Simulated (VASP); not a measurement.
# BaTiO3 (R3m) in VASP: single point with PBE

Aim: the single point of BaTiO3 with PBE.

Everything below comes from runs of VASP 6.6.1. Logs are shortened: lines on timing, memory, paths and dates and some standing lists are left out, and cuts for length are marked.

### Step 1. The cell of the first run

The structure is trigonal, space group R3m (No. 160). Conventional cell: a = 5.727 Å, b = 5.727 Å, c = 7.069 Å, α = 90.00°, β = 90.00°, γ = 120.00°. Ba (site symmetry 3m) has 12 O at 2.78 to 2.98 Å and 8 Ti at 3.43 to 3.64 Å within 3.7 Å. Within 2.5 Å of Ti (site symmetry 3m) lie 6 O at 1.87 to 2.21 Å. O (site symmetry m) has 2 Ti at 1.87 to 2.21 Å within 2.5 Å.

### Step 2. Single point, PBE

Input file INCAR:

```
ALGO = Normal
EDIFF = 1E-6
ENCUT = 520
GGA = PE
ISIF = 2
ISMEAR = 0
LASPH = T
LCHARG = F
LREAL = F
LWAVE = F
NBANDS = 28
NELM = 80
PREC = Accurate
SIGMA = 0.02
```

Input file KPOINTS:

```
k-points
0
Gamma
  6 6 6
```

Input file POSCAR:

```
BaTiO3
1.0
    2.8633985696      1.6531839349      2.3564437899
   -2.8633985696      1.6531839349      2.3564437899
    0.0000000000     -3.3063678699      2.3564437899
Ba Ti O
1 1 3
Direct
    0.0034616709      0.0034616709      0.0034616709
    0.5177045642      0.5177045642      0.5177045642
    0.4868695545      0.9761956559      0.4868695545
    0.4868695545      0.4868695545      0.9761956559
    0.9761956559      0.4868695545      0.4868695545
```

Potentials or basis: VASP PAW PBE potentials, release 64 (Ba_sv, Ti_sv, O).

The run is started by

```sh
> cat potpaw_PBE.64/Ba_sv/POTCAR potpaw_PBE.64/Ti_sv/POTCAR potpaw_PBE.64/O/POTCAR > POTCAR
> mpirun -np 1 vasp_std > vasp.out
```

OUTCAR:

```text
EDIFF = 1E-6
   ENCUT = 520
   GGA = PE
   ISIF = 2
   ISMEAR = 0
   LASPH = T
   LREAL = F
   NELM = 80
   PREC = Accurate

 ion  position               nearest neighbor table
   1  0.003  0.003  0.003-   4 2.78   3 2.78   5 2.78   5 2.87   3 2.87   3 2.87   5 2.87   4 2.87
                             4 2.87   4 2.98   3 2.98   5 2.98   2 3.43   2 3.48   2 3.48   2 3.48
   2  0.518  0.518  0.518-   3 1.87   5 1.87   4 1.87   3 2.21   5 2.21   4 2.21   1 3.43   1 3.48
                             1 3.48   1 3.48   1 3.55   1 3.55   1 3.55   1 3.64
   3  0.487  0.976  0.487-   2 1.87   2 2.21   1 2.78   1 2.87   1 2.87   1 2.98
   4  0.487  0.487  0.976-   2 1.87   2 2.21   1 2.78   1 2.87   1 2.87   1 2.98
   5  0.976  0.487  0.487-   2 1.87   2 2.21   1 2.78   1 2.87   1 2.87   1 2.98

  LATTYP: Found a trigonal (rhomboedric) cell.
 ALAT       =     4.0601595813
 COS(alpha) =     0.0052650068

  Lattice vectors:

 A1 = (   2.8633985696,   1.6531839349,   2.3564437899)
 A2 = (  -2.8633985696,   1.6531839349,   2.3564437899)
 A3 = (   0.0000000000,  -3.3063678699,   2.3564437899)

Analysis of symmetry for initial positions (statically):
=====================================================================
 Subroutine PRICEL returns:
 Original cell was already a primitive cell.

 Routine SETGRP: Setting up the symmetry group for a
 trigonal (rhombohedral) supercell.

 Subroutine GETGRP returns: Found  6 space group operations
 (whereof  6 operations were pure point group operations)
 out of a pool of 12 trial point group operations.

The static configuration has the point symmetry C_3v.

Analysis of symmetry for dynamics (positions and initial velocities):
=====================================================================
 Subroutine PRICEL returns:
 Original cell was already a primitive cell.

 Routine SETGRP: Setting up the symmetry group for a
 trigonal (rhombohedral) supercell.

 Subroutine GETGRP returns: Found  6 space group operations
 (whereof  6 operations were pure point group operations)
 out of a pool of 12 trial point group operations.

The dynamic configuration has the point symmetry C_3v.

 Subroutine INISYM returns: Found  6 space group operations
 (whereof  6 operations are pure point group operations),
 and found     1 'primitive' translations

----------------------------------------------------------------------------------------

                                     Primitive cell

  volume of cell :      66.9285

  direct lattice vectors                    reciprocal lattice vectors
     2.863398570  1.653183935  2.356443790     0.174617675  0.100815562  0.141456094
    -2.863398570  1.653183935  2.356443790    -0.174617675  0.100815562  0.141456094
     0.000000000 -3.306367870  2.356443790     0.000000000 -0.201631123  0.141456094

  length of vectors
     4.060159581  4.060159581  4.060159581     0.246302530  0.246302530  0.246302530

  position of ions in fractional coordinates (direct lattice)
     0.003461671  0.003461671  0.003461671
     0.517704564  0.517704564  0.517704564
     0.486869554  0.976195656  0.486869554
     0.486869554  0.486869554  0.976195656
     0.976195656  0.486869554  0.486869554

  ion indices of the primitive-cell ions
   primitive index   ion index
                 1           1
                 2           2
                 3           3
                 4           4
                 5           5

----------------------------------------------------------------------------------------

 KPOINTS: k-points

Automatic generation of k-mesh.
 Grid dimensions read from file:
 generate k-points for:    6    6    6

 Generating k-lattice:

  Cartesian coordinates                     Fractional coordinates (reciprocal lattice)
     0.029102946  0.016802594  0.023576016     0.166666667  0.000000000  0.000000000
    -0.029102946  0.016802594  0.023576016     0.000000000  0.166666667  0.000000000
     0.000000000 -0.033605187  0.023576016     0.000000000  0.000000000  0.166666667

  Length of vectors
     0.041050422  0.041050422  0.041050422

  Shift w.r.t. Gamma in fractional coordinates (k-lattice)
     0.000000000  0.000000000  0.000000000

 Subroutine IBZKPT returns following result:
 ===========================================

 Found     32 irreducible k-points:

 Following reciprocal coordinates:
            Coordinates               Weight
  0.000000  0.000000  0.000000      1.000000
  0.166667  0.000000  0.000000      6.000000
  0.333333  0.000000  0.000000      6.000000
  0.500000  0.000000 -0.000000      3.000000
  0.166667  0.166667  0.000000      6.000000
  0.333333  0.166667  0.000000     12.000000
[... 16 lines left out ...]
  0.500000  0.500000  0.166667      6.000000
 -0.333333  0.500000  0.166667     12.000000
 [... further k-points ...]
   k-points           NKPTS =     32   k-points in BZ     NKDIM =     32   number of bands    NBANDS=     28
   number of dos      NEDOS =    301   number of ions     NIONS =      5
   total plane-waves  NPLWV =  27000
   dimension x,y,z NGX =    30 NGY =   30 NGZ =   30
   dimension x,y,z NGXF=    60 NGYF=   60 NGZF=   60
   ions per type =               1   1   3
   NGX,Y,Z   is equivalent  to a cutoff of  12.28, 12.28, 12.28 a.u.
   NGXF,Y,Z  is equivalent  to a cutoff of  24.57, 24.57, 24.57 a.u.
 SYSTEM =  unknown system
   PREC   = accura    normal or accurate (medium, high low for compatibility)
   ISTART =      0    job   : 0-new  1-cont  2-samecut
   ICHARG =      2    charge: 1-file 2-atom 10-const
   ISPIN  =      1    spin polarized calculation?
   LNONCOLLINEAR =      F non collinear calculations
   LSORBIT =      F    spin-orbit coupling
   LASPH  =      T    aspherical Exc in radial PAW
   ENCUT  =  520.0 eV  38.22 Ry    6.18 a.u.   7.55  7.55  7.55*2*pi/ulx,y,z
   NELM   =     80;   NELMIN=  2; NELMDL= -5     # of ELM steps
   EDIFF  = 0.1E-05   stopping-criterion for ELM
   LREAL  =      F    real-space projection
   EDIFFG = 0.1E-04   stopping-criterion for IOM
   NSW    =      0    number of steps for IOM
   IBRION =     -1    ionic relax: 0-MD 1-quasi-New 2-CG
   NFREE  =      0    steps in history (QN), initial steepest desc. (CG)
   ISIF   =      2    stress and relaxation
   ISYM   =      2    0-nonsym 1-usesym 2-fastsym
   POTIM  = 0.5000    time-step for ionic-motion
   TEBEG  =    0.0;   TEEND  =   0.0 temperature during run
   PSTRESS=    0.0 pullay stress
   NELECT =      40.0000    total number of electrons
   NUPDOWN=      -1.0000    fix difference up-down
   EMIN   =  10.00;   EMAX   =-10.00  energy-range for DOS
   EFERMI =   0.00;   METHOD = LEGACY
   ISMEAR =     0;   SIGMA  =   0.02  broadening in eV -4-tet -1-fermi 0-gaus
   EFERMI_NEDOS =   21; number of points for ismear=-14 and -15
   IALGO  =     38    algorithm
   IMIX   =      4    mixing-type and parameters
     AMIX     =   0.40;   BMIX     =  1.00
     AMIX_MAG =   1.60;   BMIX_MAG =  1.00
  volume/ion in A,a.u.               =      13.39        90.33
  Fermi-wavevector in a.u.,A,eV,Ry     =   1.378979  2.605893 25.872617  1.901584
  Thomas-Fermi vector in A             =   2.503991
   LORBIT       =      0    0 simple, 1 ext, 2 COOP (PROOUT), +10 PAW based schemes
   GGA     = PE    functional components
   LHFCALC =     F    Hartree Fock is set to
   AEXX    =    0.0000 exact exchange contribution
   IVDW    =     0    specifies the selected vdW correction
   LEPSILON=     F    determine dielectric tensor
   LRPA    =     F    only Hartree local field effects (RPA)
 non-spin polarized calculation
 Gauss-broadening in eV      SIGMA  =   0.02
  energy-cutoff  :      520.00
  volume of cell :       66.93
 maximum number of plane-waves:      1832
   NGX = 15   NGY = 15   NGZ = 15

 number of electron      40.0000008 magnetization

 Free energy of the ion-electron system (eV)
  ---------------------------------------------------
  ext. energy  EPLUGINS =         0.00000000
  ---------------------------------------------------
  free energy    TOTEN  =       -40.05497993 eV

  energy without entropy =      -40.05497993  energy(sigma->0) =      -40.05497993

 E-fermi :   3.7061     XC(G=0): -11.0063

 val. band max:        3.4265166821   @ k =   0.5000   0.5000   0.5000
 cond. band min:       6.0123354149   @ k =   0.0000   0.0000   0.0000
 fundamental gap:      2.5858187328
 Fermi energy:         3.7060676664

 k-point     1 :       0.0000    0.0000    0.0000
  band No.  band energies     occupation
      1     -52.8642      2.00000
      2     -29.1200      2.00000
      3     -29.1178      2.00000
      4     -29.1178      2.00000
      5     -21.4716      2.00000
      6     -13.2793      2.00000
[... 20 lines left out ...]
     27       8.4897      0.00000
     28      10.3375      0.00000

 k-point     2 :       0.1667    0.0000    0.0000
  band No.  band energies     occupation
      1     -52.8640      2.00000
      2     -29.1296      2.00000
      3     -29.1187      2.00000
      4     -29.1174      2.00000
      5     -21.4485      2.00000
      6     -13.2893      2.00000
[... 20 lines left out ...]
     27       8.9794      0.00000
     28      10.9773      0.00000

 k-point     3 :       0.3333    0.0000    0.0000
  band No.  band energies     occupation
      1     -52.8636      2.00000
      2     -29.1512      2.00000
      3     -29.1180      2.00000
      4     -29.1166      2.00000
      5     -21.4014      2.00000
      6     -13.3762      2.00000
[... 20 lines left out ...]
     27      10.1146      0.00000
     28      11.6102      0.00000

 k-point     4 :       0.5000    0.0000   -0.0000
  band No.  band energies     occupation
      1     -52.8634      2.00000
      2     -29.1619      2.00000
      3     -29.1176      2.00000
      4     -29.1162      2.00000
      5     -21.3776      2.00000
      6     -13.4401      2.00000
[... 578 lines left out ...]
     27      10.7615      0.00000
     28      11.6320      0.00000

 k-point    23 :       0.5000    0.5000    0.1667
  band No.  band energies     occupation
      1     -52.8624      2.00000
      2     -29.1592      2.00000
      3     -29.1580      2.00000
      4     -29.1257      2.00000
      5     -21.3017      2.00000
      6     -12.8015      2.00000
[... 20 lines left out ...]
     27      11.7358      0.00000
     28      12.0477      0.00000

 k-point    24 :      -0.3333    0.5000    0.1667
  band No.  band energies     occupation
      1     -52.8626      2.00000
      2     -29.1593      2.00000
      3     -29.1481      2.00000
      4     -29.1261      2.00000
      5     -21.3169      2.00000
      6     -12.9621      2.00000
[... 20 lines left out ...]
     27      11.4000      0.00000
     28      11.8566      0.00000

 [... further k-points ...]

------------------------ aborting loop because EDIFF is reached ----------------------------------------

  FORCE on cell =-STRESS in cart. coord.  units (eV):
  Direction    XX          YY          ZZ          XY          YZ          ZX
  --------------------------------------------------------------------------------------
  -------------------------------------------------------------------------------------
  Total        0.6684525      0.6684525      0.6349443     -0.0000000     -0.0000000      0.0000000
  in kB       16.0018352     16.0018352     15.1996953     -0.0000000     -0.0000000      0.0000000
  external PRESSURE =      15.7344552 kB  Pullay stress =       0.0000000 kB

 VOLUME and BASIS-vectors are now :
 -----------------------------------------------------------------------------
  energy-cutoff  :      520.00
  volume of cell :       66.93
      direct lattice vectors                 reciprocal lattice vectors
     2.863398570  1.653183935  2.356443790     0.174617675  0.100815562  0.141456094
    -2.863398570  1.653183935  2.356443790    -0.174617675  0.100815562  0.141456094
     0.000000000 -3.306367870  2.356443790     0.000000000 -0.201631123  0.141456094

 POSITION                                       TOTAL-FORCE (eV/Angst)
 -----------------------------------------------------------------------------------
      0.00000     -0.00000      0.02447         0.000000      0.000000     -0.044293
      0.00000     -0.00000      3.65983         0.000000      0.000000     -0.089041
     -1.40114      0.80895      4.59491        -0.030037      0.017342      0.044445
      0.00000     -1.61789      4.59491         0.000000     -0.034683      0.044445
      1.40114      0.80895      4.59491         0.030037      0.017342      0.044445
 -----------------------------------------------------------------------------------
    total drift:                                0.000000     -0.000005      0.000812

  FREE ENERGIE OF THE ION-ELECTRON SYSTEM (eV)
  ---------------------------------------------------
  free  energy   TOTEN  =       -40.0549799298 eV

  energy  without entropy=      -40.0549799298  energy(sigma->0) =      -40.05497993
```

It took 58 s on 1 thread of Intel Xeon Platinum 8488C (Sapphire Rapids), shared host; peak memory 0.2 GiB.

Results:

```
Free energy            : -40.0550 eV
Pressure               : 1.6 GPa
Largest force          : 0.089 eV/Å
Band gap on the k mesh : 2.59 eV (least direct gap 3.13 eV)
```

Forces in eV/Å, atoms in the order of the input:
```
Ba   0.000  0.000 -0.044
Ti   0.000  0.000 -0.089
O   -0.030  0.017  0.044
O    0.000 -0.035  0.044
O    0.030  0.017  0.044
```

Caveat: spin-orbit coupling is left out, which moves the levels of the heavy elements.
